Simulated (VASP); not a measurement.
A run of VASP 6.6.1 is set up as follows.

The input INCAR:

```
ALGO = Fast
EDIFF = 1E-6
ENCUT = 520
GGA = PE
ISIF = 2
ISMEAR = 0
LASPH = T
LCHARG = F
LREAL = F
LWAVE = F
NBANDS = 12
NELM = 60
PREC = Accurate
SIGMA = 0.1
```

Contents of KPOINTS:

```
k-points
0
Gamma
  22 22 22
```

File POSCAR:

```
In
1.0
   -1.9817424462      1.9817424462      1.7660688065
    1.9817424462     -1.9817424462      1.7660688065
    1.9817424462      1.9817424462     -1.7660688065
In
1
Direct
    0.0000000000      0.0000000000      0.0000000000
```

Potentials or basis: VASP PAW PBE potentials, release 64 (In_d).

Launch:

```bash
$ cat potpaw_PBE.64/In_d/POTCAR > POTCAR
$ mpirun -np 1 vasp_std > vasp.out
```

Task: What does it give for the band gap on the k mesh?

Result: Zero (an odd number of electrons rules out a gap without spin polarisation).

Task: What does it give for the pressure?

Result: 0.0 GPa.

Caveat: spin-orbit coupling is left out, which moves the levels of the heavy elements.
